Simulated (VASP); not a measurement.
# Al in VASP: further runs

The runs below take Al through single point, with PBE.

Program: VASP 6.6.1. These are calculated values, not measurements. Logs are shortened: lines on timing, memory, paths and dates and some standing lists are left out, and cuts for length are marked.

## 1. The cell of the first run

The cell holds a slab with vacuum, 16 atoms: a = 8.100 Å, b = 5.728 Å, c = 15.296 Å, α = 90.00°, β = 90.00°, γ = 90.00°.

## 2. Single point, PBE

Contents of INCAR:

```
PREC = Accurate
ENCUT = 520
EDIFF = 1E-7
ISMEAR = -1
SIGMA = 0.15
LREAL = Auto
LASPH = T
NELM = 60
ALGO = Normal
ISIF = 2
LWAVE = F
LCHARG = F
GGA = PE
NBANDS = 38
```

Contents of KPOINTS:

```
Automatic mesh
0
Gamma
  2 2 1
```

Contents of POSCAR:

```
Al
1.0
    8.1000000000      0.0000000000      0.0000000000
    0.0000000000      5.7275650000      0.0000000000
    0.0000000000      0.0000000000     15.2956740000
Al
16
Direct
    0.2500000000      0.2500015277      0.0653779624
    0.7500000000      0.2500015277      0.0653779624
    0.2500000000      0.7500045831      0.0653779624
    0.7500000000      0.7500045831      0.0653779624
   -0.0062716049      0.0197291519      0.1567240515
    0.5104938272     -0.0149103502      0.1495520890
   -0.0279506173      0.4921463135      0.1563971617
    0.5226913580      0.4903829114      0.1565998334
    0.2668888889      0.2263265454      0.2400678780
    0.7477530864      0.2550298425      0.2764834031
    0.2535679012      0.7428112994      0.2436898171
    0.7644567901      0.7515060938      0.2487892982
    0.0287160494      0.0084678218      0.3317604703
    0.4941975309     -0.0025665357      0.3281385312
    0.0212345679      0.5081915264      0.3408937717
    0.4951975309      0.5135166515      0.3268048208
```

Potentials or basis: VASP PAW PBE potentials, release 64 (Al).

The run is started by

```sh
$ cat potpaw_PBE.64/Al/POTCAR > POTCAR
$ mpirun -np 1 vasp_std > vasp.out
```

OUTCAR:

```text
PREC = Accurate
   ENCUT = 520
   EDIFF = 1E-7
   ISMEAR = -1
   LREAL = Auto
   LASPH = T
   NELM = 60
   ISIF = 2
   GGA = PE

 ion  position               nearest neighbor table
   1  0.250  0.250  0.065-   9 2.68   5 2.83   3 2.86   3 2.86   6 2.90   8 2.95   7 2.99
   2  0.750  0.250  0.065-   7 2.66   8 2.69   5 2.75   6 2.78   4 2.86   4 2.86  10 3.23
   3  0.250  0.750  0.065-  11 2.73   6 2.81   1 2.86   1 2.86   5 2.94   8 3.01   7 3.03
   4  0.750  0.750  0.065-   6 2.69   7 2.71   8 2.75  12 2.81   2 2.86   2 2.86   5 2.87
   5  0.994  0.020  0.157-  13 2.69   7 2.71   2 2.75  12 2.79   9 2.81   1 2.83   4 2.87   3 2.94
                            11 2.95  10 3.02   7 3.03
   6  0.510  0.985  0.150-   4 2.69  14 2.74   9 2.78   2 2.78   3 2.81   8 2.84  12 2.89  11 2.89
                             8 2.90   1 2.90  10 3.14
   7  0.972  0.492  0.156-  12 2.65   2 2.66   5 2.71   4 2.71  15 2.85  10 2.92   1 2.99  11 3.01
                             5 3.03   3 3.03   9 3.11
   8  0.523  0.490  0.157-  16 2.62   2 2.69   4 2.75   6 2.84  12 2.84   9 2.87   6 2.90  10 2.92
                            11 2.94   1 2.95   3 3.01
   9  0.267  0.226  0.240-  14 2.63   1 2.68  13 2.69  11 2.77   6 2.78  16 2.81   5 2.81   8 2.87
                            11 2.96  15 2.99   7 3.11
  10  0.748  0.255  0.276-  16 2.64  14 2.65  13 2.81  15 2.82  12 2.88   8 2.92  12 2.92   7 2.92
                             5 3.02   6 3.14   2 3.23
  11  0.254  0.743  0.244-  16 2.68   3 2.73  13 2.73  15 2.75  14 2.76   9 2.77   6 2.89   8 2.94
                             5 2.95   9 2.96   7 3.01
  12  0.764  0.752  0.249-   7 2.65   5 2.79   4 2.81  16 2.84   8 2.84  14 2.87  15 2.87  10 2.88
                             6 2.89  13 2.89  10 2.92
  13  0.029  0.008  0.332-   9 2.69   5 2.69  11 2.73  10 2.81  15 2.87  15 2.87  12 2.89
  14  0.494  0.997  0.328-   9 2.63  10 2.65   6 2.74  11 2.76  16 2.77  12 2.87  16 2.96
  15  0.021  0.508  0.341-  11 2.75  10 2.82   7 2.85  13 2.87  13 2.87  12 2.87   9 2.99
  16  0.495  0.514  0.327-   8 2.62  10 2.64  11 2.68  14 2.77   9 2.81  12 2.84  14 2.96

  LATTYP: Found a simple orthorhombic cell.
 ALAT       =     5.7275650000
 B/A-ratio  =     1.4142135445
 C/A-ratio  =     2.6705369559

  Lattice vectors:

 A1 = (   0.0000000000,  -5.7275650000,   0.0000000000)
 A2 = (   8.1000000000,   0.0000000000,   0.0000000000)
 A3 = (   0.0000000000,   0.0000000000,  15.2956740000)

Analysis of symmetry for initial positions (statically):
=====================================================================
 Subroutine PRICEL returns:
 Original cell was already a primitive cell.

 Routine SETGRP: Setting up the symmetry group for a
 simple orthorhombic supercell.

 Subroutine GETGRP returns: Found  1 space group operations
 (whereof  1 operations were pure point group operations)
 out of a pool of  8 trial point group operations.

The static configuration has the point symmetry C_1 .

Analysis of symmetry for dynamics (positions and initial velocities):
[... 131 lines left out ...]
   EMIN   =  10.00;   EMAX   =-10.00  energy-range for DOS
   EFERMI =   0.00;   METHOD = LEGACY
   ISMEAR =    -1;   SIGMA  =   0.15  broadening in eV -4-tet -1-fermi 0-gaus
   EFERMI_NEDOS =   21; number of points for ismear=-14 and -15
   IALGO  =     38    algorithm
   IMIX   =      4    mixing-type and parameters
     AMIX     =   0.40;   BMIX     =  1.00
     AMIX_MAG =   1.60;   BMIX_MAG =  1.00
  volume/ion in A,a.u.               =      44.35       299.30
  Fermi-wavevector in a.u.,A,eV,Ry     =   0.667033  1.260510  6.053682  0.444933
  Thomas-Fermi vector in A             =   1.741516
   LORBIT       =      0    0 simple, 1 ext, 2 COOP (PROOUT), +10 PAW based schemes
   GGA     = PE    functional components
   LHFCALC =     F    Hartree Fock is set to
   AEXX    =    0.0000 exact exchange contribution
   IVDW    =     0    specifies the selected vdW correction
   LEPSILON=     F    determine dielectric tensor
   LRPA    =     F    only Hartree local field effects (RPA)
 non-spin polarized calculation
  energy-cutoff  :      520.00
  volume of cell :      709.62
 maximum number of plane-waves:     19139
   NGX = 31   NGY = 21   NGZ = 57

 number of electron      48.0000000 magnetization

 Free energy of the ion-electron system (eV)
  ---------------------------------------------------
  ext. energy  EPLUGINS =         0.00000000
  ---------------------------------------------------
  free energy    TOTEN  =       -53.78718284 eV

  energy without entropy =      -53.21756079  energy(sigma->0) =      -53.50237181

 E-fermi :   0.4612     XC(G=0):  -5.0643

 val. band max:        0.4516633118   @ k =   0.0000   0.0000   0.0000
 cond. band min:       0.5328507473   @ k =   0.0000   0.5000   0.0000
 fundamental gap:      0.0811874354
 Fermi energy:         0.4611716651

 k-point     1 :       0.0000    0.0000    0.0000
  band No.  band energies     occupation
      1      -9.8152      2.00000
      2      -7.7024      2.00000
      3      -7.5936      2.00000
      4      -7.3073      2.00000
      5      -5.4349      2.00000
      6      -5.4087      2.00000
[... 145 lines left out ...]
     35       2.8974      0.00000
     36       3.0267      0.00000
 [bands above 36 left out]

------------------------ aborting loop because EDIFF is reached ----------------------------------------

  FORCE on cell =-STRESS in cart. coord.  units (eV):
  Direction    XX          YY          ZZ          XY          YZ          ZX
  --------------------------------------------------------------------------------------
  -------------------------------------------------------------------------------------
  Total        2.3280385    -12.9681580      1.8850007     -0.5059175     -0.2954518     -0.6206813
  in kB        5.2562629    -29.2796049      4.2559689     -1.1422644     -0.6670733     -1.4013789
  external PRESSURE =      -6.5891244 kB  Pullay stress =       0.0000000 kB

 VOLUME and BASIS-vectors are now :
 -----------------------------------------------------------------------------
  energy-cutoff  :      520.00
  volume of cell :      709.62
      direct lattice vectors                 reciprocal lattice vectors
     8.100000000  0.000000000  0.000000000     0.123456790  0.000000000  0.000000000
     0.000000000  5.727565000  0.000000000     0.000000000  0.174594265  0.000000000
     0.000000000  0.000000000 15.295674000     0.000000000  0.000000000  0.065377962

 POSITION                                       TOTAL-FORCE (eV/Angst)
 -----------------------------------------------------------------------------------
      2.02500      1.43190      1.00000         0.014560      0.090799     -0.041077
      6.07500      1.43190      1.00000        -0.114195     -0.134318      0.001347
      2.02500      4.29570      1.00000        -0.170091     -0.071046      0.166080
      6.07500      4.29570      1.00000         0.190184      0.026160     -0.137512
      8.04920      0.11300      2.39720         0.209088     -0.381310     -0.363492
      4.13500      5.64217      2.28750        -0.193995      0.170394      0.016623
[... 8 lines left out ...]
      0.17200      2.91070      5.21420         0.006819     -0.101394     -0.249888
      4.01110      2.94120      4.99870        -0.109023      0.020209      0.520388
 -----------------------------------------------------------------------------------
    total drift:                                0.005387      0.004764     -0.003672

  FREE ENERGIE OF THE ION-ELECTRON SYSTEM (eV)
  ---------------------------------------------------
  free  energy   TOTEN  =       -53.7871828381 eV

  energy  without entropy=      -53.2175607912  energy(sigma->0) =      -53.50237181
```

stdout:

```text
POSCAR found type information on POSCAR Al
 POSCAR found :  1 types and      16 ions
 scaLAPACK will be used
 LDA part: xc-table for (Slater+PW92), standard interpolation
 POSCAR, INCAR and KPOINTS ok, starting setup
 FFT: planning ... GRIDC
 FFT: planning ... GRID_SOFT
 FFT: planning ... GRID
 WAVECAR not read
 entering main loop
```

It took 2.6 min on 1 thread of Intel Xeon Platinum 8488C (Sapphire Rapids), shared host; peak memory 0.62 GiB.

Results:

```yaml
Free_energy: -53.7872 eV
Largest_force: 1.116 eV/Å
Band_gap_on_the_k_mesh: zero (band 24 reaches 0.57 eV, above the bottom of band 25 at 0.43 eV)
```

Forces in eV/Å, atoms in the order of the input:
```
Al   0.015  0.091 -0.041
Al  -0.114 -0.134  0.001
Al  -0.170 -0.071  0.166
Al   0.190  0.026 -0.138
Al   0.209 -0.381 -0.363
Al  -0.194  0.170  0.017
Al   1.106  0.148  0.026
Al  -0.567 -0.055 -0.404
Al  -0.290  0.756  0.163
Al   0.530 -0.094 -0.648
Al  -0.121 -0.306 -0.264
Al  -0.317  0.299  0.531
Al  -0.335 -0.080  0.391
Al   0.161 -0.287  0.293
Al   0.007 -0.101 -0.250
Al  -0.109  0.020  0.520
```

Caveat: the k points lie up to 0.55 Å⁻¹ apart.

## 3. Single point, PBE

Contents of INCAR:

```
SYSTEM = Al
PREC = Accurate
ENCUT = 520
EDIFF = 1E-6
ISMEAR = -1
SIGMA = 0.15
LREAL = Auto
LASPH = .True.
NELM = 60
ALGO = Normal
ISIF = 2
LWAVE = .False.
LCHARG = .False.
GGA = PE
NBANDS = 38
```

Contents of KPOINTS:

```
Automatic mesh
0
Gamma
  2 2 1
  0 0 0
```

Contents of POSCAR:

```
Al
1.0
    8.1000000000      0.0000000000      0.0000000000
    0.0000000000      5.7275650000      0.0000000000
    0.0000000000      0.0000000000     15.2956740000
Al
16
Direct
    0.2500000000      0.2500015277      0.0653779624
    0.7500000000      0.2500015277      0.0653779624
    0.2500000000      0.7500045831      0.0653779624
    0.7500000000      0.7500045831      0.0653779624
    0.0067654321      0.0209513118      0.1622811783
    0.5006790123      0.0379393337      0.1538278078
    0.0084197531      0.4973317631      0.1423016730
    0.5104567901      0.5495878266      0.1574889737
    0.2752098765      0.3098699011      0.2561573946
    0.7782345679      0.3299482415      0.2376292800
    0.2587037037      0.8200867210      0.2668532292
    0.7244197531      0.8303703232      0.2698475399
    0.0129506173      0.0555558950      0.3525572002
    0.4667160494      0.0358267431      0.3675614425
    0.0256913580      0.5631712604      0.3424759184
    0.5498888889      0.5161879437      0.3463201425
```

Potentials or basis: VASP PAW PBE potentials, release 64 (Al).

The run is started by

```sh
$ cat potpaw_PBE.64/Al/POTCAR > POTCAR
$ mpirun -np 1 vasp_std > vasp.out
```

Run time: 2.8 min. Hardware: 1 thread of Intel Xeon Platinum 8488C (Sapphire Rapids), shared host; peak memory 0.62 GiB.

It converged, with:

```yaml
Free_energy: -53.1918 eV
Largest_force: 1.085 eV/Å
Band_gap_on_the_k_mesh: zero (band 24 reaches 0.61 eV, above the bottom of band 25 at 0.22 eV)
```

Forces on the atoms (eV/Å):
```
Al   0.243 -0.047  0.031
Al  -0.009  0.013 -0.285
Al   0.179  0.409  0.168
Al   0.274  0.345  0.099
Al  -0.100 -0.467  0.003
Al  -0.104  0.013  0.257
Al   0.275  0.653  0.144
Al  -0.441 -0.276  0.163
Al  -0.167  0.145 -0.200
Al  -0.295 -0.459  0.938
Al   0.215 -0.513 -0.791
Al   0.924  0.348 -0.344
Al  -0.236  0.319 -0.252
Al   0.558  0.243  0.039
Al  -0.594 -0.425 -0.223
Al  -0.721 -0.302  0.251
```

Levels at points of the mesh, in eV from the Fermi level:
| k point | band 20 | band 21 | band 22 | band 23 | band 24 | band 25 | band 26 | band 27 |
| --- | --- | --- | --- | --- | --- | --- | --- | --- |
| (0.00, 0.00, 0.00) | -1.56 | -1.39 | -0.85 | -0.79 | -0.33 | -0.22 | -0.12 | 0.35 |
| (0.50, 0.00, 0.00) | -1.07 | -0.75 | -0.70 | -0.63 | -0.51 | 0.05 | 0.13 | 0.24 |
| (0.00, 0.50, 0.00) | -0.80 | -0.62 | -0.50 | 0.07 | 0.17 | 0.64 | 0.89 | 1.18 |
| (0.50, 0.50, 0.00) | -1.34 | -0.42 | -0.26 | -0.11 | 0.01 | 0.44 | 0.55 | 0.59 |

Caveat: the k points lie up to 0.55 Å⁻¹ apart.

(Continued in part 2 of 2.)
